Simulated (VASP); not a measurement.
# Au (Pm-3m) in VASP: a series of runs, part 2 of 2

VASP 6.6.1. The steps go on from the part before.

## (3) Relaxation of cell and atoms, PBE, target pressure 55 GPa, at which the enthalpy is minimised

This run uses another cell than the first one, of 15.29 Å³/atom.

INCAR

```
SYSTEM = Au
ALGO     = Normal         ! electronic algorithm
EDIFF    = 1E-6           ! SCF threshold, eV
EDIFFG   = -0.005         ! ionic threshold
ENCUT    = 600            ! plane-wave cutoff, eV
GGA      = PE             ! functional
IBRION   = 2              ! ionic algorithm
ISIF     = 3              ! what is computed and relaxed
ISMEAR   = -1             ! smearing method
LASPH    = .TRUE.         ! aspherical terms in the spheres
LCHARG   = .FALSE.        ! write CHGCAR
LREAL    = .FALSE.        ! projectors in reciprocal space
LWAVE    = .FALSE.        ! write WAVECAR
NELM     = 80             ! most SCF steps
NSW      = 60             ! ionic steps
PREC     = Accurate       ! precision mode
PSTRESS  = 550.0        
SIGMA    = 0.1            ! smearing width, eV
```

KPOINTS

```
k-points
0
G
  15 15 15
  0 0 0
```

POSCAR

```
Au
1.0
    2.4819533313      0.0000000000      0.0000000000
    0.0000000000      2.4819533313      0.0000000000
    0.0000000000      0.0000000000      2.4819533313
Au
1
Direct
    0.0000000000      0.0000000000      0.0000000000
```

Potentials or basis: VASP PAW PBE potentials, release 64 (Au).

Launch:

```sh
$ cat potpaw_PBE.64/Au/POTCAR > POTCAR
$ mpirun -np 1 vasp_std > vasp.out
```

It took 44 s on 1 thread of AMD EPYC 9R45 (Zen 5), shared host; peak memory 0.12 GiB.

It converged, with:

| Property | Result |
| --- | --- |
| Free energy | -2.4148 eV |
| Relaxed volume | 16.04 Å³/atom |
| Relaxed cell | a = 2.522 Å, b = 2.522 Å, c = 2.522 Å, α = 90.00°, β = 90.00°, γ = 90.00° |
| Space group after relaxing (to 0.1 Å) | Pm-3m (No. 221) |
| Energy change on relaxing (the run minimises the enthalpy) | -303.2 meV/atom |
| Ionic steps | 18 |
| Pressure after relaxing | 55.0 GPa |
| Band gap on the k mesh | zero (an odd number of electrons rules out a gap without spin polarisation) |

Step by step:
| step | energy change (eV) | largest force (eV/Å) | pressure (GPa) | volume (Å³) |
| --- | --- | --- | --- | --- |
| 1 | 0.0000 | 0.0000 | 74.91 | 15.29 |
| 2 | -0.8999 | 0.0000 | 4.86 | 19.89 |
| 3 | -0.3345 | 0.0000 | 52.91 | 16.14 |
| 4 | -0.3056 | 0.0000 | 54.82 | 16.05 |
| 5 | -0.3003 | 0.0000 | 55.19 | 16.03 |
| 6 | -0.3005 | 0.0000 | 55.20 | 16.03 |
| 7 | -0.3008 | 0.0000 | 55.19 | 16.04 |
| 8 | -0.3008 | 0.0000 | 55.16 | 16.04 |
| 9 | -0.3008 | 0.0000 | 55.16 | 16.04 |
| 10 | -0.3009 | 0.0000 | 55.16 | 16.04 |
| 11 | -0.3009 | 0.0000 | 55.16 | 16.04 |
| 12 | -0.3009 | 0.0000 | 55.16 | 16.04 |
| 13 | -0.3010 | 0.0000 | 55.16 | 16.04 |
| 14 | -0.3012 | 0.0000 | 55.15 | 16.04 |
| 15 | -0.3016 | 0.0000 | 55.14 | 16.04 |
| 16 | -0.3024 | 0.0000 | 55.05 | 16.04 |
| 17 | -0.3040 | 0.0000 | 54.95 | 16.04 |
| 18 | -0.3032 | 0.0000 | 55.00 | 16.04 |

Final structure:
```xyz
1
Lattice="2.5221 0.0000 0.0000 0.0000 2.5221 0.0000 0.0000 0.0000 2.5221" Properties=species:S:1:pos:R:3 pbc="T T T"
Au    0.0000    0.0000    0.0000
```

Levels at points of the mesh, in eV from the Fermi level:
```
           k point  band 3  band 4  band 5  band 6  band 7  band 8  band 9
(0.00, 0.00, 0.00)   -7.82   -1.50   -1.50   -1.50   15.18   15.18   15.18
```

Caveat: the cell is relaxed towards a set pressure, so the run minimises the enthalpy, not the energy; spin-orbit coupling is left out, which moves the levels of the heavy elements.

## (4) Relaxation of cell and atoms, PBE, target pressure 55 GPa, at which the enthalpy is minimised

INCAR

```
ALGO = Normal
EDIFF = 1E-7
EDIFFG = -0.005
ENCUT = 600
GGA = PE
IBRION = 2
ISIF = 3
ISMEAR = -1
LASPH = True
LCHARG = False
LREAL = False
LWAVE = False
NELM = 80
NSW = 32
PREC = Accurate
PSTRESS = 550.0
SIGMA = 0.1
```

KPOINTS

```
k-points
0
Gamma
  15 15 15
```

POSCAR

```
Au
1.0
    2.5230875905      0.0000000000      0.0000000000
    0.0000000000      2.5230875905      0.0000000000
    0.0000000000      0.0000000000      2.5230875905
Au
1
Direct
    0.0000000000      0.0000000000      0.0000000000
```

Potentials or basis: VASP PAW PBE potentials, release 64 (Au).

Launch:

```sh
$ cat potpaw_PBE.64/Au/POTCAR > POTCAR
$ mpirun -np 1 vasp_std > vasp.out
```

OUTCAR:

```text
EDIFF = 1E-7
   EDIFFG = -0.005
   ENCUT = 600
   GGA = PE
   IBRION = 2
   ISIF = 3
   ISMEAR = -1
   LASPH = True
   LREAL = False
   NELM = 80
   NSW = 32
   PREC = Accurate
   PSTRESS = 550.0

 ion  position               nearest neighbor table
   1  0.000  0.000  0.000-

  LATTYP: Found a simple cubic cell.
 ALAT       =     2.5230875905

  Lattice vectors:

 A1 = (   2.5230875905,   0.0000000000,   0.0000000000)
 A2 = (   0.0000000000,   2.5230875905,   0.0000000000)
 A3 = (   0.0000000000,   0.0000000000,   2.5230875905)

Analysis of symmetry for initial positions (statically):
=====================================================================
 Subroutine PRICEL returns:
[... 253 lines left out ...]
 E-fermi :  10.2746     XC(G=0): -12.9501

 val. band max:       10.2385308657   @ k =   0.4667   0.4667   0.0667
 cond. band min:      10.2909987129   @ k =   0.4667   0.4667   0.1333
 fundamental gap:      0.0524678472
 Fermi energy:        10.2746041569

 k-point     1 :       0.0000    0.0000    0.0000
  band No.  band energies     occupation
      1       0.0494      2.00000
      2       2.4553      2.00000
      3       2.4553      2.00000
      4       8.7727      2.00000
      5       8.7727      2.00000
      6       8.7727      2.00000
      7      25.4519      0.00000
      8      25.4519      0.00000
      9      25.4519      0.00000
[... 265 lines left out ...]
 k-point    24 :       0.3333    0.2000    0.0000
  band No.  band energies     occupation
      1       2.7343      2.00000
      2       4.0206      2.00000
      3       5.1456      2.00000
      4       7.1192      2.00000
      5       7.5706      2.00000
      6       8.1237      2.00000
      7      17.6843      0.00000
      8      23.9151      0.00000
      9      28.7966      0.00000

 [... further k-points ...]

------------------------ aborting loop because EDIFF is reached ----------------------------------------

  FORCE on cell =-STRESS in cart. coord.  units (eV):
  Direction    XX          YY          ZZ          XY          YZ          ZX
  --------------------------------------------------------------------------------------
  -------------------------------------------------------------------------------------
  Total        5.5084083      5.5084083      5.5084083     -0.0000000      0.0000000     -0.0000000
  in kB      550.1124077    550.1124077    550.1124077     -0.0000000      0.0000000     -0.0000000
  external PRESSURE =       0.1124077 kB  Pullay stress =     550.0000000 kB
[... 20 lines left out ...]
  energy  without entropy=       -2.4020809430  energy(sigma->0) =       -2.40868539

  enthalpy is  TOTEN    =         3.0919928794 eV   P V=        5.5072827084

 reached required accuracy - stopping structural energy minimisation
```

It took 16 s on 1 thread of AMD EPYC 9R45 (Zen 5), shared host; peak memory 0.12 GiB.

Results:

```yaml
Free_energy: -2.4153 eV
Relaxed_volume: 16.04 Å³/atom
Relaxed_cell: a = 2.522 Å, b = 2.522 Å, c = 2.522 Å, α = 90.00°, β = 90.00°, γ = 90.00°
Space_group_after_relaxing_to_0.1_Å: Pm-3m (No. 221)
Energy_change_on_relaxing_the_run_minimises_the_enthalpy: +6.5 meV/atom
Ionic_steps: 3
Pressure_after_relaxing: 55.0 GPa
Band_gap_on_the_k_mesh: zero (an odd number of electrons rules out a gap without spin polarisation)
```

Step by step:
```
step  energy change (eV)  largest force (eV/Å)  pressure (GPa)  volume (Å³)
   1              0.0000                0.0000           54.57        16.06
   2              0.0344                0.0000           56.89        15.96
   3              0.0065                0.0000           55.01        16.04
```

Final structure:
```
Au
1.0
     2.52210    0.00000    0.00000
     0.00000    2.52210    0.00000
     0.00000    0.00000    2.52210
Au
1
Direct
  0.00000 0.00000 0.00000
```

Caveat: the cell is relaxed towards a set pressure, so the run minimises the enthalpy, not the energy; spin-orbit coupling is left out, which moves the levels of the heavy elements.

## (5) Overview

| task | cell | cutoff (eV) | gap on the mesh (eV) | pressure (GPa) |
| --- | --- | --- | --- | --- |
| single point | a = 2.523 Å, 1 atom | 520 | none | 54.5 |
| relaxation of cell and atoms | relaxed to 55 GPa from a = 2.482 Å, 1 atom | 600 | none | 55.0 |
| relaxation of cell and atoms | relaxed to 55 GPa from a = 2.523 Å, 1 atom | 600 | none | 55.0 |

Alike in all rows: level PBE; potentials or basis VASP PAW PBE potentials, release 64 (Au); no spin polarisation; k mesh 15 × 15 × 15; smearing fermi-dirac 0.1 eV.

Caveats: spin-orbit coupling is left out, which moves the levels of the heavy elements; the cell is relaxed towards a set pressure, so the run minimises the enthalpy, not the energy (at least some runs); the cell stands under pressure (at least some runs).

Absolute energies hang on the potentials; compare differences alone.
